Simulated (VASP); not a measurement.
Wanted: the native input for a VASP 6.6.1 run.

```yaml
Task: single point
Functional: LDA
Potentials_or_basis: VASP PAW LDA potentials, release 64 (As)
Cutoff: 520 eV
k_mesh: 6 × 6 × 6
Occupations: methfessel-paxton, width 0.1 eV
Spin: no spin polarisation
Dipole_correction: no
Further_INCAR_settings: ALGO = Normal; EDIFF = 1e-06; NBANDS = 12
```

The structure of As lies in POSCAR:

```
As
1.0
    0.0000000000      2.9941644478      2.9941644478
    2.9941644478      0.0000000000      2.9941644478
    2.9941644478      2.9941644478      0.0000000000
As
2
Direct
    0.0000000000      0.0000000000      0.0000000000
    0.2500000000      0.2500000000      0.2500000000
```

The input as run:

INCAR

```
SYSTEM = As
  PREC = Accurate
  ENCUT = 520
  EDIFF = 1E-6
  ISMEAR = 1
  SIGMA = 0.1
  LREAL = .FALSE.
  LASPH = .TRUE.
  NELM = 60
  ALGO = Normal
  ISIF = 2
  LWAVE = .FALSE.
  LCHARG = .FALSE.
  GGA = CA
  NBANDS = 12
```

KPOINTS

```
Automatic mesh
0
G
  6 6 6
  0 0 0
```

Potentials or basis: VASP PAW LDA potentials, release 64 (As).

Launch:

```console
$ cat potpaw_LDA.64/As/POTCAR > POTCAR
$ mpirun -np 1 vasp_std > vasp.out
```

Results of the run:

```json
{"Pressure": "0.3 GPa", "Band gap on the k mesh": "zero (band 5 reaches 3.85 eV, above the bottom of band 6 at 2.62 eV)"}
```

Wall time 4.5 s on 1 thread of AMD EPYC 9R45 96-Core Processor (Zen 5), on a shared host, peak memory 0.12 GiB.
